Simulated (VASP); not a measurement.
The system is La.

```xyz
2
Lattice="3.7500 0.0000 0.0000 -1.8750 3.2476 0.0000 0.0000 0.0000 6.0700" Properties=species:S:1:pos:R:3 pbc="T T T"
La    1.8750    1.0825    4.5525
La    0.0000    2.1651    1.5175
```

* Program: VASP 6.6.1
* Task: relaxation of cell and atoms
* Functional: PBEsol
* Potentials or basis: VASP PAW PBE potentials, release 64 (La)
* Cutoff: 600 eV
* k mesh: 8 × 8 × 5
* Occupations: fermi-dirac, width 0.05 eV
* Spin: no spin polarisation

At the start: pressure -1.4 GPa; volume 36.96 Å³/atom.

Problem. How do energy, volume and symmetry change on relaxing?

Solution. Over 3 steps the energy falls by 9.6 meV/atom and the volume is 34.88 Å³/atom (-5.6 %); space group P6_3/mmc (No. 194, to 0.1 Å) before and after.

The path:
| step | energy change (eV) | largest force (eV/Å) | pressure (GPa) | volume (Å³) |
| --- | --- | --- | --- | --- |
| 1 | 0.0000 | 0.0000 | -1.43 | 73.92 |
| 2 | -0.0187 | 0.0000 | -0.26 | 70.45 |
| 3 | -0.0193 | 0.0000 | -0.01 | 69.76 |

Final structure:
```
La
1.0
     3.68310    0.00000    0.00000
    -1.84155    3.18966    0.00000
     0.00000    0.00000    5.93796
La
2
Cartesian
  1.8416 1.0632 4.4535
  0.0000 2.1264 1.4845
```

Caveat: the PAW data sets were made with another functional, which shifts forces and pressure a little.
